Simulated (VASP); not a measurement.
# SiC (Cm) in VASP: further runs

SiC is run at these levels: r2SCAN; tasks: single point.

Everything below comes from runs of VASP 6.6.1. Logs are shortened: lines on timing, memory, paths and dates and some standing lists are left out, and cuts for length are marked.

## 1. The cell of the first run

Symmetry: Cm, No. 8, monoclinic system. The conventional cell has a = 5.330 Å, b = 3.078 Å, c = 10.087 Å, α = 90.00°, β = 92.52°, γ = 90.00°. Within 2.5 Å of Si (site symmetry m) lie 4 C at 1.89 Å. Within 2.5 Å of Si (site symmetry m) lie 4 C at 1.89 to 1.95 Å. Si (site symmetry m) has 4 C at 1.88 to 1.89 Å within 2.5 Å. Si (site symmetry m) has 4 C at 1.88 to 1.89 Å within 2.5 Å. Within 2.5 Å of C (site symmetry m) lie 4 Si at 1.88 to 1.89 Å. Within 2.5 Å of C (site symmetry m) lie 4 Si at 1.88 to 1.95 Å. Within 2.5 Å of C (site symmetry m) lie 4 Si at 1.89 Å. Within 2.5 Å of C (site symmetry m) lie 4 Si at 1.89 Å.

## 2. Single point, r2SCAN

POSCAR

```
SiC
1.0
   -1.5387796673     -2.6652445653      0.0000000000
    1.5387796672     -2.6652445654      0.0000000000
   -0.0000000001     -4.8864593861     10.0767691650
Si C
4 4
Direct
   -0.2112209523     -0.2112209523      0.5940376193
    0.5804623811      0.5804623811      0.0940376193
   -0.3154302198     -0.3154302198      0.3440931819
   -0.7737802198     -0.7737802198      0.8440931819
   -0.0388505373     -0.0388505373      0.4060040042
   -0.1638672040     -0.1638672040      0.9060040042
    0.8563859329     -0.1436140671      0.1566641945
    0.3980359329     -0.6019640671      0.6566641945
```

INCAR.step1

```
ALGO     = Normal         # electronic algorithm
EDIFF    = 1E-4           # SCF threshold, eV
ENCUT    = 520            # plane-wave cutoff, eV
GGA      = PE             # functional
ISMEAR   = 0              # smearing method
LASPH    = T              # aspherical terms in the spheres
LCHARG   = F              # write CHGCAR
LREAL    = F              # projectors in reciprocal space
LWAVE    = T              # write WAVECAR
NBANDS   = 26             # bands
NELM     = 60             # most SCF steps
PREC     = Accurate       # precision mode
SIGMA    = 0.05           # smearing width, eV
```

INCAR.step2

```
ALGO     = Normal         # electronic algorithm
EDIFF    = 1E-6           # SCF threshold, eV
ENCUT    = 520            # plane-wave cutoff, eV
ISIF     = 2              # what is computed and relaxed
ISMEAR   = 0              # smearing method
ISTART   = 1            
LASPH    = T              # aspherical terms in the spheres
LCHARG   = T              # write CHGCAR
LELF     = T              # ELF
LMIXTAU  = T            
LREAL    = F              # projectors in reciprocal space
LVHAR    = T            
LWAVE    = F              # write WAVECAR
METAGGA  = R2SCAN         # meta-GGA
NBANDS   = 26             # bands
NELM     = 60             # most SCF steps
PREC     = Accurate       # precision mode
SIGMA    = 0.05           # smearing width, eV
```

KPOINTS

```
k-points
0
Gamma
  8 8 3
```

Potentials or basis: VASP PAW PBE potentials, release 64 (Si, C).

Run with:

```
$ cat potpaw_PBE.64/Si/POTCAR potpaw_PBE.64/C/POTCAR > POTCAR
$ cp INCAR.step1 INCAR
$ mpirun -np 1 vasp_std > vasp.out
$ cp INCAR.step2 INCAR
$ mpirun -np 1 vasp_std > vasp.out
```

OUTCAR:

```text
EDIFF = 1E-6
   ENCUT = 520
   ISIF = 2
   ISMEAR = 0
   ISTART = 1
   LASPH = T
   LREAL = F
   METAGGA = R2SCAN
   NELM = 60
   PREC = Accurate

 ion  position               nearest neighbor table
   1  0.789  0.789  0.594-   8 1.89   8 1.89   8 1.89   5 1.89   3 3.08   3 3.08   3 3.08   4 3.08
                             4 3.08   4 3.08
   2  0.580  0.580  0.094-   7 1.89   7 1.89   7 1.89   6 1.95   4 2.98   4 2.98   3 3.08   3 3.08
                             3 3.08
   3  0.685  0.685  0.344-   5 1.88   5 1.88   5 1.88   7 1.89   1 3.08   1 3.08   1 3.08   2 3.08
                             2 3.08   2 3.08
   4  0.226  0.226  0.844-   6 1.88   6 1.88   6 1.88   8 1.89   2 2.98   2 2.98   1 3.08   1 3.08
                             1 3.08
   5  0.961  0.961  0.406-   3 1.88   3 1.88   3 1.88   1 1.89
   6  0.836  0.836  0.906-   4 1.88   4 1.88   4 1.88   2 1.95
   7  0.856  0.856  0.157-   2 1.89   2 1.89   2 1.89   3 1.89
   8  0.398  0.398  0.657-   1 1.89   1 1.89   1 1.89   4 1.89

  LATTYP: Found a base centered monoclinic cell.
 ALAT       =     5.3304891307
 B/A-ratio  =     0.5773502692
 C/A-ratio  =     1.8922367518
 COS(beta)  =    -0.0440219755

  Lattice vectors:

 A1 = (  -1.5387796673,  -2.6652445653,   0.0000000000)
 A2 = (   1.5387796672,  -2.6652445654,   0.0000000000)
 A3 = (   0.0000000000,   0.4440297446,  10.0767691650)

Analysis of symmetry for initial positions (statically):
=====================================================================
 Subroutine PRICEL returns:
 Original cell was already a primitive cell.

 Routine SETGRP: Setting up the symmetry group for a
 base centered monoclinic supercell.

 Subroutine GETGRP returns: Found  2 space group operations
 (whereof  2 operations were pure point group operations)
 out of a pool of  4 trial point group operations.

The static configuration has the point symmetry C_1h.

Analysis of symmetry for dynamics (positions and initial velocities):
=====================================================================
 Subroutine PRICEL returns:
 Original cell was already a primitive cell.

 Routine SETGRP: Setting up the symmetry group for a
 base centered monoclinic supercell.

 Subroutine GETGRP returns: Found  2 space group operations
 (whereof  2 operations were pure point group operations)
 out of a pool of  4 trial point group operations.

The dynamic configuration has the point symmetry C_1h.

 Subroutine INISYM returns: Found  2 space group operations
 (whereof  2 operations are pure point group operations),
 and found     1 'primitive' translations

----------------------------------------------------------------------------------------

                                     Primitive cell

  volume of cell :      82.6542

  direct lattice vectors                    reciprocal lattice vectors
    -1.538779667 -2.665244565  0.000000000    -0.324932809 -0.187600045 -0.090971618
     1.538779667 -2.665244565  0.000000000     0.324932809 -0.187600045 -0.090971618
    -0.000000000 -4.886459386 10.076769165     0.000000000  0.000000000  0.099238157

  length of vectors
     3.077559334  3.077559335 11.199051841     0.386071163  0.386071163  0.099238157

  position of ions in fractional coordinates (direct lattice)
     0.788779048  0.788779048  0.594037619
     0.580462381  0.580462381  0.094037619
     0.684569780  0.684569780  0.344093182
     0.226219780  0.226219780  0.844093182
     0.961149463  0.961149463  0.406004004
     0.836132796  0.836132796  0.906004004
     0.856385933  0.856385933  0.156664195
     0.398035933  0.398035933  0.656664195

  ion indices of the primitive-cell ions
   primitive index   ion index
                 1           1
                 2           2
                 3           3
                 4           4
                 5           5
                 6           6
                 7           7
                 8           8

----------------------------------------------------------------------------------------

 KPOINTS: k-points

Automatic generation of k-mesh.
 Grid dimensions read from file:
 generate k-points for:    8    8    3

 Generating k-lattice:

  Cartesian coordinates                     Fractional coordinates (reciprocal lattice)
    -0.040616601 -0.023450006 -0.011371452     0.125000000 -0.000000000 -0.000000000
     0.040616601 -0.023450006 -0.011371452    -0.000000000  0.125000000  0.000000000
     0.000000000  0.000000000  0.033079386     0.000000000  0.000000000  0.333333333

  Length of vectors
     0.048258895  0.048258895  0.033079386

  Shift w.r.t. Gamma in fractional coordinates (k-lattice)
     0.000000000  0.000000000  0.000000000

 Subroutine IBZKPT returns following result:
 ===========================================

 Found     57 irreducible k-points:

 Following reciprocal coordinates:
            Coordinates               Weight
  0.000000  0.000000  0.000000      1.000000
[... 40 lines left out ...]
   EMIN   =  10.00;   EMAX   =-10.00  energy-range for DOS
   EFERMI =   0.00;   METHOD = LEGACY
   ISMEAR =     0;   SIGMA  =   0.05  broadening in eV -4-tet -1-fermi 0-gaus
   EFERMI_NEDOS =   21; number of points for ismear=-14 and -15
   IALGO  =     38    algorithm
   IMIX   =      4    mixing-type and parameters
     AMIX     =   0.40;   BMIX     =  1.00
     AMIX_MAG =   1.60;   BMIX_MAG =  1.00
  volume/ion in A,a.u.               =      10.33        69.72
  Fermi-wavevector in a.u.,A,eV,Ry     =   1.193172  2.254769 19.370077  1.423661
  Thomas-Fermi vector in A             =   2.329193
   LORBIT       =      0    0 simple, 1 ext, 2 COOP (PROOUT), +10 PAW based schemes
   METAGGA = R2SCAN    functional components
   LHFCALC =     F    Hartree Fock is set to
   AEXX    =    0.0000 exact exchange contribution
   IVDW    =     0    specifies the selected vdW correction
   LEPSILON=     F    determine dielectric tensor
   LRPA    =     F    only Hartree local field effects (RPA)
 non-spin polarized calculation
 Gauss-broadening in eV      SIGMA  =   0.05
  energy-cutoff  :      520.00
  volume of cell :       82.65
 maximum number of plane-waves:      2246
   NGX = 11   NGY = 11   NGZ = 41

 number of electron      32.0000000 magnetization

 Free energy of the ion-electron system (eV)
  ---------------------------------------------------
  ext. energy  EPLUGINS =         0.00000000
  ---------------------------------------------------
  free energy    TOTEN  =       -76.97765312 eV

  energy without entropy =      -76.97765312  energy(sigma->0) =      -76.97765312

 E-fermi :   8.5954     XC(G=0): -11.9452

 val. band max:        8.3838435784   @ k =   0.0000   0.0000   0.0000
 cond. band min:      10.6256215728   @ k =   0.5000   0.0000   0.3333
 fundamental gap:      2.2417779944
 Fermi energy:         8.5954473123

 k-point     1 :       0.0000    0.0000    0.0000
  band No.  band energies     occupation
      1      -8.1934      2.00000
      2      -6.9828      2.00000
      3      -6.9277      2.00000
      4      -4.5639      2.00000
      5      -0.8058      2.00000
      6       3.4946      2.00000
[... 18 lines left out ...]
     25      16.0167      0.00000
     26      16.4252      0.00000

 k-point     2 :       0.1250    0.0000    0.0000
  band No.  band energies     occupation
      1      -7.8958      2.00000
      2      -6.9442      2.00000
      3      -6.3978      2.00000
      4      -4.4021      2.00000
      5      -0.4496      2.00000
      6       2.9573      2.00000
[... 18 lines left out ...]
     25      16.3878      0.00000
     26      16.6193      0.00000

 k-point     3 :       0.2500    0.0000    0.0000
  band No.  band energies     occupation
      1      -7.0242      2.00000
      2      -6.3714      2.00000
      3      -5.3271      2.00000
      4      -3.9303      2.00000
      5       0.4598      2.00000
      6       2.1439      2.00000
[... 572 lines left out ...]
 k-point    23 :       0.1250    0.0000    0.3333
  band No.  band energies     occupation
      1      -7.8523      2.00000
      2      -7.1529      2.00000
      3      -6.1225      2.00000
      4      -4.5749      2.00000
      5      -0.2115      2.00000
      6       2.4122      2.00000
[... 18 lines left out ...]
     25      16.4508      0.00000
     26      16.5637      0.00000

 k-point    24 :       0.2500    0.0000    0.3333
  band No.  band energies     occupation
      1      -7.0758      2.00000
      2      -6.1254      2.00000
      3      -5.6488      2.00000
      4      -3.7410      2.00000
      5       0.2057      2.00000
      6       2.5429      2.00000
[... 18 lines left out ...]
     25      17.4018      0.00000
     26      17.7704      0.00000

 [... further k-points ...]
[... 5 lines left out ...]
  --------------------------------------------------------------------------------------
  -------------------------------------------------------------------------------------
  Total       -0.5255974     -0.2948109      0.0184764      0.0000000     -3.7465602     -0.0000000
  in kB      -10.1882356     -5.7146449      0.3581476      0.0000000    -72.6237193     -0.0000000
  external PRESSURE =      -5.1815776 kB  Pullay stress =       0.0000000 kB

 VOLUME and BASIS-vectors are now :
 -----------------------------------------------------------------------------
  energy-cutoff  :      520.00
  volume of cell :       82.65
      direct lattice vectors                 reciprocal lattice vectors
    -1.538779667 -2.665244565  0.000000000    -0.324932809 -0.187600045 -0.090971618
     1.538779667 -2.665244565  0.000000000     0.324932809 -0.187600045 -0.090971618
    -0.000000000 -4.886459386 10.076769165     0.000000000  0.000000000  0.099238157

 POSITION                                       TOTAL-FORCE (eV/Angst)
 -----------------------------------------------------------------------------------
     -0.00000     -7.10732      5.98598        -0.000000     -0.037902      0.034138
     -0.00000     -3.55366      0.94760        -0.000000     -1.200129     -0.240836
     -0.00000     -5.33049      3.46735        -0.000000     -0.131214      0.072022
     -0.00000     -5.33049      8.50573         0.000000      0.043807     -0.073836
     -0.00000     -7.10732      4.09121        -0.000000     -0.007264     -0.030092
     -0.00000     -8.88415      9.12959         0.000000      1.327333      0.217911
     -0.00000     -5.33049      1.57867        -0.000000     -0.116532      0.071770
     -0.00000     -5.33049      6.61705         0.000000      0.121901     -0.051077
 -----------------------------------------------------------------------------------
    total drift:                                0.000000     -0.000478      0.000625

  FREE ENERGIE OF THE ION-ELECTRON SYSTEM (eV)
  ---------------------------------------------------
  free  energy   TOTEN  =       -76.9776531201 eV

  energy  without entropy=      -76.9776531201  energy(sigma->0) =      -76.97765312
```

It took 4.8 min on 1 thread of Intel Xeon 8259CL, shared host; peak memory 0.27 GiB.

Results:

| Quantity | Value |
| --- | --- |
| Free energy | -76.9777 eV |
| Pressure | -0.5 GPa |
| Largest force | 1.345 eV/Å |
| Band gap on the k mesh | 2.24 eV (least direct gap 3.66 eV) |

Forces in eV/Å, atoms in the order of the input:
```
Si   0.000 -0.038  0.034
Si   0.000 -1.200 -0.241
Si   0.000 -0.131  0.072
Si   0.000  0.044 -0.074
C    0.000 -0.007 -0.030
C    0.000  1.327  0.218
C    0.000 -0.117  0.072
C    0.000  0.122 -0.051
```

Stress tensor (GPa, compression positive):
```
-1.02  0.00  0.00
 0.00 -0.57 -7.26
 0.00 -7.26  0.04
```

Levels at points of the mesh, in eV from the valence-band top:
```tsv
k point	band 14	band 15	band 16	band 17	band 18	band 19
(0.00, 0.00, 0.00)	-0.47	-0.39	0.00	5.42	5.95	6.22
(0.50, 0.00, 0.00)	-2.73	-1.92	-1.82	2.62	2.83	4.15
(0.50, 0.50, 0.00)	-2.71	-1.75	-1.50	2.31	2.55	4.25
```

Caveat: the PAW data sets were made with another functional, which shifts forces and pressure a little; an odd mesh through Γ misses points on the zone boundary, where band edges can lie.

## 3. Single point, r2SCAN

This run uses another cell than the first one, of the same volume but with other edges.

POSCAR

```
SiC
1.0
   -1.5387796673     -2.6652445653      0.0000000000
    1.5387796672     -2.6652445654      0.0000000000
    0.0000000000     -0.4440297446     10.0767691650
Si C
4 4
Direct
    0.2838499996      0.2838499996      0.5940376193
    0.6588333330      0.6588333330      0.0940376193
   -0.0286629621     -0.0286629621      0.3440931819
   -0.0703129621     -0.0703129621      0.8440931819
    0.2995131998      0.2995131998      0.4060040042
    0.5911965331      0.5911965331      0.9060040042
    0.9869498726     -0.0130501274      0.1566641945
    0.9452998726     -0.0547001274      0.6566641945
```

INCAR.step1

```
  PREC = Accurate
  ENCUT = 520
  ISMEAR = 0
  SIGMA = 0.05
  LREAL = False
  LASPH = True
  NELM = 80
  NBANDS = 26
  GGA = PE
  ALGO = Normal
  EDIFF = 1E-4
  LWAVE = True
  LCHARG = False
```

INCAR.step2

```
  PREC = Accurate
  ENCUT = 520
  EDIFF = 1E-6
  ISMEAR = 0
  SIGMA = 0.05
  LREAL = False
  LASPH = True
  NELM = 80
  ALGO = Normal
  ISIF = 2
  LWAVE = False
  LCHARG = True
  METAGGA = R2SCAN
  LMIXTAU = True
  LELF = True
  LVHAR = True
  NBANDS = 26
  ISTART = 1
```

KPOINTS

```
regular mesh
0
Gamma
  8 8 3
```

Potentials or basis: VASP PAW PBE potentials, release 64 (Si, C).

Run with:

```
$ cat potpaw_PBE.64/Si/POTCAR potpaw_PBE.64/C/POTCAR > POTCAR
$ cp INCAR.step1 INCAR
$ mpirun -np 1 vasp_std > vasp.out
$ cp INCAR.step2 INCAR
$ mpirun -np 1 vasp_std > vasp.out
```

It took 4.2 min on 1 thread of Intel Xeon Platinum 8375C at 2.90GHz (Ice Lake), shared host; peak memory 0.26 GiB.

The run converged. Its results:

```
Free energy            : -76.9956 eV
Pressure               : -0.6 GPa
Largest force          : 1.371 eV/Å
Band gap on the k mesh : 1.96 eV (least direct gap 3.30 eV)
```

Forces on the atoms (eV/Å):
```
Si   0.000  0.033  0.032
Si   0.000  1.357 -0.200
Si   0.000  0.076  0.056
Si   0.000 -0.217 -0.102
C    0.000  0.008 -0.027
C    0.000 -1.049  0.260
C    0.000 -0.110  0.031
C    0.000 -0.098 -0.049
```

Stress tensor (GPa, compression positive):
```
 1.02  0.00  0.00
 0.00 -2.58  6.30
 0.00  6.30 -0.12
```

Levels at points of the mesh, in eV from the valence-band top:
| k point | band 14 | band 15 | band 16 | band 17 | band 18 | band 19 |
| --- | --- | --- | --- | --- | --- | --- |
| (0.00, 0.00, 0.00) | -0.35 | -0.08 | 0.00 | 5.50 | 5.98 | 6.34 |
| (0.50, 0.00, 0.00) | -2.47 | -1.80 | -1.31 | 2.46 | 2.70 | 4.46 |
| (0.50, 0.50, 0.00) | -2.62 | -1.49 | -1.34 | 1.96 | 2.70 | 4.65 |

Caveat: the PAW data sets were made with another functional, which shifts forces and pressure a little; an odd mesh through Γ misses points on the zone boundary, where band edges can lie.

## 4. Single point, r2SCAN

This run uses another cell than the first one, of the same volume but with other edges.

POSCAR

```
SiC
1.0
   -1.5387796673     -2.6652445653      0.0000000000
    1.5387796672     -2.6652445654      0.0000000000
    0.0000000000     -1.3326222827     10.0767691650
Si C
4 4
Direct
    0.1848239285      0.1848239285      0.5940376193
    0.6431572618      0.6431572618      0.0940376193
   -0.0860232955     -0.0860232955      0.3440931819
   -0.2110232955     -0.2110232955      0.8440931819
    0.2318323323      0.2318323323      0.4060040042
    0.4401656656      0.4401656656      0.9060040042
    0.9608339514     -0.0391660486      0.1566641945
    0.8358339514     -0.1641660486      0.6566641945
```

INCAR.step1

```
PREC = Accurate
ENCUT = 520
ISMEAR = 0
SIGMA = 0.05
LREAL = F
LASPH = T
NELM = 60
NBANDS = 26
GGA = PE
ALGO = Normal
EDIFF = 1E-4
LWAVE = T
LCHARG = F
```

INCAR.step2

```
PREC = Accurate
ENCUT = 520
EDIFF = 1E-6
ISMEAR = 0
SIGMA = 0.05
LREAL = F
LASPH = T
NELM = 60
ALGO = Normal
ISIF = 2
LWAVE = F
LCHARG = F
METAGGA = R2SCAN
LMIXTAU = T
NBANDS = 26
ISTART = 1
```

KPOINTS

```
Automatic mesh
0
Gamma
  8 8 3
```

Run with:

```
$ cat potpaw_PBE.64/Si/POTCAR potpaw_PBE.64/C/POTCAR > POTCAR
$ cp INCAR.step1 INCAR
$ mpirun -np 1 vasp_std > vasp.out
$ cp INCAR.step2 INCAR
$ mpirun -np 1 vasp_std > vasp.out
```

Run time: 4.3 min. Hardware: 1 thread of Intel Xeon Platinum 8375C at 2.90GHz (Ice Lake), shared host; peak memory 0.26 GiB.

Results (log left out):

* Free energy: -75.3787 eV
* Pressure: -2.1 GPa
* Largest force: 1.619 eV/Å
* Band gap on the k mesh: 0.57 eV (least direct gap 1.54 eV)

Forces in eV/Å, atoms in the order of the input:
```
Si   0.000  0.034  0.089
Si   0.000  1.618  0.031
Si   0.000 -0.016  0.148
Si   0.000 -0.293 -0.344
C    0.000  0.000 -0.052
C    0.000 -0.937  0.240
C    0.000 -0.325  0.099
C    0.000 -0.082 -0.211
```

Stress tensor (GPa, compression positive):
```
-0.47  0.00  0.00
 0.00 -8.80  5.40
 0.00  5.40  2.82
```

Levels at points of the mesh, in eV from the valence-band top:
```csv
k point,band 12,band 13,band 14,band 15,band 16,band 17,band 18,band 19,band 20,band 21
"(0.00, 0.00, 0.00)",-0.87,-0.80,-0.52,-0.32,0.00,4.60,5.52,6.16,6.69,6.69
"(0.50, 0.00, 0.00)",-3.37,-2.80,-2.21,-1.93,-1.21,1.12,3.04,3.53,4.80,5.30
"(0.50, 0.50, 0.00)",-3.10,-2.85,-2.77,-1.52,-0.97,0.57,2.81,3.71,5.04,5.51
```

Caveat: the PAW data sets were made with another functional, which shifts forces and pressure a little; an odd mesh through Γ misses points on the zone boundary, where band edges can lie.

## 5. Overview

```tsv
cell	gap on the mesh (eV)	pressure (GPa)	largest force (eV/Å)
a = 3.078, b = 3.078, c = 11.199 Å, angles 67.8, 67.8, 60.0°, 8 atoms	2.24	-0.5	1.35
a = 3.078, b = 3.078, c = 10.087 Å, angles 87.8, 87.8, 60.0°, 8 atoms	1.96	-0.6	1.37
a = 3.078, b = 3.078, c = 10.165 Å, angles 83.5, 83.5, 60.0°, 8 atoms	0.57	-2.1	1.62
```

Alike in all rows: task single point; level r2SCAN; potentials or basis VASP PAW PBE potentials, release 64 (Si, C); no spin polarisation; k mesh 8 × 8 × 3; cutoff (eV) 520; smearing gaussian 0.05 eV.

Caveats: the PAW data sets were made with another functional, which shifts forces and pressure a little; an odd mesh through Γ misses points on the zone boundary, where band edges can lie.

Total energies depend on the potentials used, so only differences within one code and one set of settings carry meaning.
